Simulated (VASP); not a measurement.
# In3Sb (Pm-3m) in VASP: a series of runs, part 2 of 2

VASP 6.6.1. The steps go on from the part before.

### Step 4. Single point, r2SCAN

Input file POSCAR:

```
In3Sb
1.0
    4.8369620000      0.0000000000      0.0000000000
    0.0000000000      4.8369620000      0.0000000000
    0.0000000000      0.0000000000      4.8369620000
In Sb
3 1
Direct
    0.5000000000      0.5000000000      0.0000000000
    0.5000000000      0.0000000000      0.5000000000
    0.0000000000      0.5000000000      0.5000000000
    0.0000000000      0.0000000000      0.0000000000
```

Input file INCAR.step1:

```
ALGO = Normal
EDIFF = 1E-4
ENCUT = 520
GGA = PE
ISMEAR = 0
LASPH = T
LCHARG = F
LREAL = F
LWAVE = T
NBANDS = 30
NELM = 100
PREC = Accurate
SIGMA = 0.1
```

Input file INCAR.step2:

```
ALGO = Normal
EDIFF = 1E-7
ENCUT = 520
ISIF = 2
ISMEAR = 0
ISTART = 1
LASPH = T
LCHARG = F
LMIXTAU = T
LREAL = F
LWAVE = F
METAGGA = R2SCAN
NBANDS = 30
NELM = 100
PREC = Accurate
SIGMA = 0.1
```

Input file KPOINTS:

```
k-points
0
Gamma
  4 4 4
```

Potentials or basis: VASP PAW PBE potentials, release 64 (In_d, Sb).

Run with:

```sh
$ cat potpaw_PBE.64/In_d/POTCAR potpaw_PBE.64/Sb/POTCAR > POTCAR
$ cp INCAR.step1 INCAR
$ mpirun -np 1 vasp_std > vasp.out
$ cp INCAR.step2 INCAR
$ mpirun -np 1 vasp_std > vasp.out
```

OUTCAR:

```text
EDIFF = 1E-7
   ENCUT = 520
   ISIF = 2
   ISMEAR = 0
   ISTART = 1
   LASPH = T
   LREAL = F
   METAGGA = R2SCAN
   NELM = 100
   PREC = Accurate

 ion  position               nearest neighbor table
   1  0.500  0.500  0.000-   2 3.42   3 3.42   4 3.42   2 3.42   3 3.42   2 3.42   4 3.42   2 3.42
                             3 3.42   4 3.42   3 3.42   4 3.42
   2  0.500  0.000  0.500-   1 3.42   3 3.42   4 3.42   1 3.42   4 3.42   1 3.42   3 3.42   1 3.42
                             3 3.42   4 3.42   4 3.42   3 3.42
   3  0.000  0.500  0.500-   1 3.42   2 3.42   4 3.42   1 3.42   4 3.42   2 3.42   4 3.42   4 3.42
                             1 3.42   2 3.42   1 3.42   2 3.42
   4  0.000  0.000  0.000-   1 3.42   2 3.42   3 3.42   2 3.42   3 3.42   1 3.42   3 3.42   3 3.42
                             1 3.42   2 3.42   2 3.42   1 3.42

  LATTYP: Found a simple cubic cell.
 ALAT       =     4.8369620000

  Lattice vectors:

 A1 = (   4.8369620000,   0.0000000000,   0.0000000000)
 A2 = (   0.0000000000,   4.8369620000,   0.0000000000)
 A3 = (   0.0000000000,   0.0000000000,   4.8369620000)

Analysis of symmetry for initial positions (statically):
=====================================================================
 Subroutine PRICEL returns:
 Original cell was already a primitive cell.

 Routine SETGRP: Setting up the symmetry group for a
 simple cubic supercell.

 Subroutine GETGRP returns: Found 48 space group operations
 (whereof 48 operations were pure point group operations)
 out of a pool of 48 trial point group operations.

The static configuration has the point symmetry O_h .

Analysis of symmetry for dynamics (positions and initial velocities):
=====================================================================
 Subroutine PRICEL returns:
 Original cell was already a primitive cell.

 Routine SETGRP: Setting up the symmetry group for a
 simple cubic supercell.

 Subroutine GETGRP returns: Found 48 space group operations
 (whereof 48 operations were pure point group operations)
 out of a pool of 48 trial point group operations.

The dynamic configuration has the point symmetry O_h .

 Subroutine INISYM returns: Found 48 space group operations
 (whereof 48 operations are pure point group operations),
 and found     1 'primitive' translations

----------------------------------------------------------------------------------------

                                     Primitive cell

  volume of cell :     113.1665

  direct lattice vectors                    reciprocal lattice vectors
     4.836962000  0.000000000  0.000000000     0.206741339  0.000000000  0.000000000
     0.000000000  4.836962000  0.000000000     0.000000000  0.206741339  0.000000000
     0.000000000  0.000000000  4.836962000     0.000000000  0.000000000  0.206741339

  length of vectors
     4.836962000  4.836962000  4.836962000     0.206741339  0.206741339  0.206741339

  position of ions in fractional coordinates (direct lattice)
     0.500000000  0.500000000  0.000000000
     0.500000000  0.000000000  0.500000000
     0.000000000  0.500000000  0.500000000
     0.000000000  0.000000000  0.000000000

[... 30 lines left out ...]

 Found     10 irreducible k-points:

 Following reciprocal coordinates:
            Coordinates               Weight
  0.000000  0.000000  0.000000      1.000000
  0.250000  0.000000  0.000000      6.000000
  0.500000  0.000000  0.000000      3.000000
  0.250000  0.250000  0.000000     12.000000
  0.500000  0.250000  0.000000     12.000000
  0.500000  0.500000  0.000000      3.000000
  0.250000  0.250000  0.250000      8.000000
  0.500000  0.250000  0.250000     12.000000
  0.500000  0.500000  0.250000      6.000000
  0.500000  0.500000  0.500000      1.000000
   k-points           NKPTS =     10   k-points in BZ     NKDIM =     10   number of bands    NBANDS=     30
   number of dos      NEDOS =    301   number of ions     NIONS =      4
   total plane-waves  NPLWV =  46656
   dimension x,y,z NGX =    36 NGY =   36 NGZ =   36
   dimension x,y,z NGXF=    72 NGYF=   72 NGZF=   72
   ions per type =               3   1
   NGX,Y,Z   is equivalent  to a cutoff of  12.37, 12.37, 12.37 a.u.
   NGXF,Y,Z  is equivalent  to a cutoff of  24.75, 24.75, 24.75 a.u.
 SYSTEM =  unknown system
   PREC   = accura    normal or accurate (medium, high low for compatibility)
   ISTART =      1    job   : 0-new  1-cont  2-samecut
   ICHARG =      0    charge: 1-file 2-atom 10-const
   ISPIN  =      1    spin polarized calculation?
   LNONCOLLINEAR =      F non collinear calculations
   LSORBIT =      F    spin-orbit coupling
   LASPH  =      T    aspherical Exc in radial PAW
   ENCUT  =  520.0 eV  38.22 Ry    6.18 a.u.   8.99  8.99  8.99*2*pi/ulx,y,z
   NELM   =    100;   NELMIN=  2; NELMDL=  0     # of ELM steps
   EDIFF  = 0.1E-06   stopping-criterion for ELM
   LREAL  =      F    real-space projection
   EDIFFG = 0.1E-05   stopping-criterion for IOM
   NSW    =      0    number of steps for IOM
   IBRION =     -1    ionic relax: 0-MD 1-quasi-New 2-CG
   NFREE  =      0    steps in history (QN), initial steepest desc. (CG)
   ISIF   =      2    stress and relaxation
   ISYM   =      2    0-nonsym 1-usesym 2-fastsym
   POTIM  = 0.5000    time-step for ionic-motion
   TEBEG  =    0.0;   TEEND  =   0.0 temperature during run
   PSTRESS=    0.0 pullay stress
   NELECT =      44.0000    total number of electrons
   NUPDOWN=      -1.0000    fix difference up-down
   EMIN   =  10.00;   EMAX   =-10.00  energy-range for DOS
   EFERMI =   0.00;   METHOD = LEGACY
   ISMEAR =     0;   SIGMA  =   0.10  broadening in eV -4-tet -1-fermi 0-gaus
   EFERMI_NEDOS =   21; number of points for ismear=-14 and -15
   IALGO  =     38    algorithm
   IMIX   =      4    mixing-type and parameters
     AMIX     =   0.40;   BMIX     =  1.00
     AMIX_MAG =   1.60;   BMIX_MAG =  1.00
  volume/ion in A,a.u.               =      28.29       190.92
  Fermi-wavevector in a.u.,A,eV,Ry     =   1.194867  2.257972 19.425148  1.427708
  Thomas-Fermi vector in A             =   2.330847
   LORBIT       =      0    0 simple, 1 ext, 2 COOP (PROOUT), +10 PAW based schemes
   METAGGA = R2SCAN    functional components
   LHFCALC =     F    Hartree Fock is set to
   AEXX    =    0.0000 exact exchange contribution
   IVDW    =     0    specifies the selected vdW correction
   LEPSILON=     F    determine dielectric tensor
   LRPA    =     F    only Hartree local field effects (RPA)
 non-spin polarized calculation
 Gauss-broadening in eV      SIGMA  =   0.10
  energy-cutoff  :      520.00
  volume of cell :      113.17
 maximum number of plane-waves:      3112
 NGX is ok and might be reduce to    36
   NGX = 17   NGY = 17   NGZ = 17

 number of electron      43.9999994 magnetization

 Free energy of the ion-electron system (eV)
  ---------------------------------------------------
  ext. energy  EPLUGINS =         0.00000000
  ---------------------------------------------------
  free energy    TOTEN  =       -93.13362877 eV

  energy without entropy =      -93.10899556  energy(sigma->0) =      -93.12131217

 E-fermi :   7.0715     XC(G=0): -10.6090

 val. band max:        7.0127065042   @ k =   0.5000   0.0000   0.0000
 cond. band min:       7.0894781273   @ k =   0.2500   0.2500   0.0000
 fundamental gap:      0.0767716231
 Fermi energy:         7.0714916281

 k-point     1 :       0.0000    0.0000    0.0000
  band No.  band energies     occupation
      1      -8.4338      2.00000
      2      -8.4323      2.00000
      3      -8.4323      2.00000
      4      -8.4323      2.00000
      5      -8.2936      2.00000
      6      -8.2936      2.00000
[... 319 lines left out ...]
     29      15.1055      0.00000
     30      15.1338      0.00000

------------------------ aborting loop because EDIFF is reached ----------------------------------------

  FORCE on cell =-STRESS in cart. coord.  units (eV):
  Direction    XX          YY          ZZ          XY          YZ          ZX
  --------------------------------------------------------------------------------------
  -------------------------------------------------------------------------------------
  Total       -1.3275473     -1.3275473     -1.3275473      0.0000000      0.0000000     -0.0000000
  in kB      -18.7950105    -18.7950105    -18.7950105      0.0000000      0.0000000     -0.0000000
  external PRESSURE =     -18.7950105 kB  Pullay stress =       0.0000000 kB

 VOLUME and BASIS-vectors are now :
 -----------------------------------------------------------------------------
  energy-cutoff  :      520.00
  volume of cell :      113.17
      direct lattice vectors                 reciprocal lattice vectors
     4.836962000  0.000000000  0.000000000     0.206741339  0.000000000  0.000000000
     0.000000000  4.836962000  0.000000000     0.000000000  0.206741339  0.000000000
     0.000000000  0.000000000  4.836962000     0.000000000  0.000000000  0.206741339

 POSITION                                       TOTAL-FORCE (eV/Angst)
 -----------------------------------------------------------------------------------
      2.41848      2.41848      0.00000         0.000000      0.000000      0.000000
      2.41848      0.00000      2.41848         0.000000      0.000000      0.000000
      0.00000      2.41848      2.41848         0.000000      0.000000      0.000000
      0.00000      0.00000      0.00000         0.000000      0.000000      0.000000
 -----------------------------------------------------------------------------------
    total drift:                                0.000000      0.000000      0.000000

  FREE ENERGIE OF THE ION-ELECTRON SYSTEM (eV)
  ---------------------------------------------------
  free  energy   TOTEN  =       -93.1336287693 eV

  energy  without entropy=      -93.1089955647  energy(sigma->0) =      -93.12131217
```

Run time: 84 s. Hardware: 1 thread of AMD EPYC 9R45 (Zen 5), shared host; peak memory 0.19 GiB.

What came out:

```yaml
Free_energy: -93.1336 eV
Pressure: -1.9 GPa
Band_gap_on_the_k_mesh: zero (band 22 reaches 7.20 eV, above the bottom of band 23 at 3.56 eV)
```

Levels at points of the mesh, in eV from the Fermi level:
```csv
k point,band 20,band 21,band 22,band 23,band 24,band 25
"(0.00, 0.00, 0.00)",-3.26,-2.55,-2.55,2.13,2.13,2.13
"(0.50, 0.00, 0.00)",-1.93,-1.93,-0.45,-0.45,-0.06,1.05
"(0.50, 0.50, 0.00)",-0.94,-0.17,0.13,0.13,1.26,1.40
"(0.50, 0.50, 0.50)",-4.36,-4.36,-4.36,-3.51,5.34,5.34
```

Caveat: the PAW data sets were made with another functional, which shifts forces and pressure a little; spin-orbit coupling is left out, which moves the levels of the heavy elements.

### Step 5. Single point, r2SCAN

POSCAR is that of step 4.

Input file INCAR.step1:

```
SYSTEM = In3Sb
  PREC = Accurate
  ENCUT = 520
  ISMEAR = 0
  SIGMA = 0.01
  LREAL = .False.
  LASPH = .True.
  NELM = 100
  NBANDS = 30
  GGA = PE
  ALGO = Normal
  EDIFF = 1E-4
  LWAVE = .True.
  LCHARG = .False.
```

Input file INCAR.step2:

```
SYSTEM = In3Sb
  PREC = Accurate
  ENCUT = 520
  EDIFF = 1E-6
  ISMEAR = 0
  SIGMA = 0.01
  LREAL = .False.
  LASPH = .True.
  NELM = 100
  ALGO = Normal
  ISIF = 2
  LWAVE = .False.
  LCHARG = .False.
  METAGGA = R2SCAN
  LMIXTAU = .True.
  NBANDS = 30
  ISTART = 1
```

Input file KPOINTS:

```
regular mesh
0
Gamma
  5 5 5
  0 0 0
```

Run with:

```sh
$ cat potpaw_PBE.64/In_d/POTCAR potpaw_PBE.64/Sb/POTCAR > POTCAR
$ cp INCAR.step1 INCAR
$ mpirun -np 1 vasp_std > vasp.out
$ cp INCAR.step2 INCAR
$ mpirun -np 1 vasp_std > vasp.out
```

Wall time 68 s (1 thread of AMD EPYC 9R45 (Zen 5), shared host); peak memory 0.19 GiB.

Results (log left out):

| Item | Value |
| --- | --- |
| Free energy | -93.0590 eV |
| Pressure | -0.3 GPa |
| Band gap on the k mesh | zero (band 22 reaches 7.27 eV, above the bottom of band 23 at 5.02 eV) |

Levels at points of the mesh, in eV from the Fermi level:
| k point | band 18 | band 19 | band 20 | band 21 | band 22 | band 23 | band 24 | band 25 | band 26 | band 27 |
| --- | --- | --- | --- | --- | --- | --- | --- | --- | --- | --- |
| (0.00, 0.00, 0.00) | -3.04 | -3.04 | -3.04 | -2.39 | -2.39 | 2.34 | 2.34 | 2.34 | 4.02 | 4.02 |

Caveat: the PAW data sets were made with another functional, which shifts forces and pressure a little; spin-orbit coupling is left out, which moves the levels of the heavy elements.

### Step 6. Overview

```csv
k mesh,smearing,gap on the mesh (eV),pressure (GPa)
1 × 1 × 1,gaussian 0.1 eV,4.63,4.6
2 × 2 × 2,gaussian 0.1 eV,none,-1.6
4 × 4 × 4,gaussian 0.1 eV,none,-1.9
5 × 5 × 5,gaussian 0.01 eV,none,-0.3
```

Alike in all rows: task single point; level r2SCAN; potentials or basis VASP PAW PBE potentials, release 64 (In_d, Sb); no spin polarisation; cell as given; cutoff (eV) 520.

Caveats: some runs use coarse meshes; the PAW data sets were made with another functional, which shifts forces and pressure a little; spin-orbit coupling is left out, which moves the levels of the heavy elements.

Absolute energies hang on the potentials; compare differences alone.
